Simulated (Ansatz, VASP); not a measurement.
Ge in VASP and in Ansatz

```
Ge
1.0
     1.48805   -2.59469    0.00000
     1.48805    2.59469    0.00000
     0.00000    0.00000    4.72760
Ge
2
Direct
  0.78217 0.21783 0.12309
  0.33345 0.66655 0.75000
```

Alike in both runs: task single point; functional PBEsol; k mesh 18 × 18 × 10; occupations gaussian, width 0.15 eV; no spin polarisation.

|  | VASP | Ansatz |
| --- | --- | --- |
| version | VASP 6.6.1 | Ansatz 0.2.0 |
| potentials or method | VASP PAW PBE potentials, release 64 (Ge_d), cutoff 520 eV | scalar-relativistic, plane waves, PAW |
| valence electrons in the cell | 28 | 28 |

|  | VASP | Ansatz | Ansatz less VASP |
| --- | --- | --- | --- |
| gap on the k mesh at the Fermi level (eV) | none | none | - |
| pressure (GPa) | 16.8 | 16.7 | -0.12 |
| traceless stress, the component that is largest in VASP (GPa) | -14.08 | -14.13 | -0.044 |
| rms of the force components (eV/Å) | 2.238 | 2.235 | -0.0035 |

VASP's potentials were made for PBE, not for PBEsol. Atom by atom the forces differ by 0.004 eV/Å (rms over components). A gap of «none» marks a metal or a gap that the smearing closes.
